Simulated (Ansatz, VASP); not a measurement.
## One calculation of TiC, two programs

The input INCAR:

```
SYSTEM = TiC
ALGO = Normal
EDIFF = 1E-6
ENCUT = 600
GGA = PE
GGA_COMPAT = .False.
ISIF = 2
ISMEAR = 0
LASPH = .True.
LCHARG = .True.
LELF = .True.
LREAL = .False.
LVHAR = .True.
LWAVE = .False.
NBANDS = 15
NELM = 120
PREC = Accurate
SIGMA = 0.1
```

File KPOINTS:

```
k-points
0
Gamma
  8 8 8
  0 0 0
```

File POSCAR:

```
TiC
1.0
    0.0000000000      2.1734822251      2.1734822251
    2.1734822251      0.0000000000      2.1734822251
    2.1734822251      2.1734822251      0.0000000000
Ti C
1 1
Direct
    0.0000000000      0.0000000000      0.0000000000
    0.5000000000      0.5000000000      0.5000000000
```

Input for Ansatz:

```yaml
crystal:
  lattice:
    - [0.0, 2.1734822251, 2.1734822251]
    - [2.1734822251, 0.0, 2.1734822251]
    - [2.1734822251, 2.1734822251, 0.0]
  atoms:
    - { symbol: Ti, position: [0.0, 0.0, 0.0] }
    - { symbol: C, position: [0.5, 0.5, 0.5] }
basis:
  ecutwfc: 420
kpoints:
  mp_grid: { grid: [8, 8, 8] }
hamiltonian:
  xc: pbe
scf:
  occupations: { method: gaussian, width: 0.1 }
output:
  forces: true
  stress: true
  eigenvalues: true
```

Alike in both runs: task single point; functional PBE; k mesh 8 × 8 × 8; occupations gaussian, width 0.1 eV; no spin polarisation.

```csv
,VASP,Ansatz
version,VASP 6.6.1,Ansatz 0.2.0
potentials or method,"VASP PAW PBE potentials, release 64 (Ti_sv, C), cutoff 600 eV","scalar-relativistic, plane waves, PAW"
valence electrons in the cell,16,16
```

```csv
,VASP,Ansatz,Ansatz less VASP
gap on the k mesh at the Fermi level (eV),none,none,-
pressure (GPa),-2.3,-2.3,-0.02
```

A gap of «none» marks a metal or a gap that the smearing closes.
